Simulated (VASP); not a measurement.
**KZr2: single point with LDA**

Crystal: KZr2.

```xyz
3
Lattice="0.0000 3.5791 3.5791 3.5791 0.0000 3.5791 3.5791 3.5791 0.0000" Properties=species:S:1:pos:R:3 pbc="T T T"
K     0.0000    0.0000    0.0000
Zr    1.7896    1.7896    1.7896
Zr    5.3687    5.3687    5.3687
```

```
Program             : VASP 6.6.1
Task                : single point
Functional          : LDA
Potentials or basis : VASP PAW LDA potentials, release 64 (K_sv, Zr_sv)
Cutoff              : 520 eV
k mesh              : 7 × 7 × 7
Occupations         : fermi-dirac, width 0.05 eV
Spin                : no spin polarisation
```

The pressure is -3.6 GPa.

Levels at points of the mesh, in eV from the Fermi level:
```
           k point  band 12  band 13  band 14  band 15  band 16  band 17  band 18  band 19  band 20  band 21
(0.00, 0.00, 0.00)   -14.34    -3.95    -1.25    -1.25    -0.20    -0.20    -0.20     1.89     1.89     1.89
```

It took 54 s on 1 thread of AMD EPYC 7R43 64-Core Processor (Zen 3), on a shared host, peak memory 0.17 GiB.
